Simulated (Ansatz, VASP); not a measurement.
**Y: VASP beside Ansatz**

INCAR

```
SYSTEM = Y
PREC     = Accurate       ! precision mode
ENCUT    = 520            ! plane-wave cutoff, eV
EDIFF    = 1E-6           ! SCF threshold, eV
ISMEAR   = -1             ! smearing method
SIGMA    = 0.05           ! smearing width, eV
LREAL    = .False.        ! projectors in reciprocal space
LASPH    = .True.         ! aspherical terms in the spheres
NELM     = 100            ! most SCF steps
ALGO     = Normal         ! electronic algorithm
ISIF     = 2              ! what is computed and relaxed
LWAVE    = .False.        ! write WAVECAR
LCHARG   = .True.         ! write CHGCAR
LELF     = .True.         ! ELF
LVHAR    = .True.       
NBANDS   = 12             ! bands
```

The input KPOINTS:

```
Automatic mesh
0
Gamma
  13 13 13
  0 0 0
```

Contents of POSCAR:

```
Y
1.0
    0.0000000000      2.4850000000      2.4601500000
    2.4850000000      0.0000000000      2.4601500000
    2.4850000000      2.4850000000      0.0000000000
Y
1
Direct
    0.0000000000      0.0000000000      0.0000000000
```

Input for Ansatz:

```yaml
crystal:
  lattice:
    - [0.0, 2.485, 2.46015]
    - [2.485, 0.0, 2.46015]
    - [2.485, 2.485, 0.0]
  atoms:
    - { symbol: "Y", position: [0.0, 0.0, 0.0] }
kpoints:
  mp_grid: { grid: [13, 13, 13] }
  band_path:
    path:
      - [0.0, 0.0, 0.0]
      - [0.0, 0.5, 0.5]
      - [0.25, 0.75, 0.5]
      - [0.0, 0.5, 0.0]
      - [0.0, 0.0, 0.0]
      - [0.5, 0.5, 0.0]
      - [0.3775380063, 0.6224619937, 0.0]
      - [-0.3775380063, 0.3775380063, 0.0]
      - [0.0, 0.0, 0.0]
    npoints: 5
scf:
  occupations: { method: fermi_dirac, width: 0.05 }
hamiltonian:
  xc: lda
  pseudopotentials: { kind: all_electron, lapw: { basis_error: 0.001 } }
output:
  forces: true
  stress: true
  eigenvalues: true
```

Change from the starting cell: zz strain of -1 %.

Alike in both runs: task single point; functional LDA; k mesh 13 × 13 × 13; occupations fermi-dirac, width 0.05 eV; no spin polarisation.

```csv
,VASP,Ansatz
version,VASP 6.6.1,Ansatz 0.2.0
potentials or method,"VASP PAW LDA potentials, release 64 (Y_sv), cutoff 520 eV","all-electron LAPW, scalar-relativistic"
```

|  | VASP | Ansatz | Ansatz less VASP |
| --- | --- | --- | --- |
| pressure (GPa) | -1.5 | -1.3 | +0.19 |
| traceless stress, the component that is largest in VASP (GPa) | 0.22 | 0.22 | -0.002 |

LDA's correlation is that of Perdew and Zunger in VASP and of Perdew and Wang (1992) in Ansatz. Ansatz ran all-electron here, and VASP with PAW potentials.
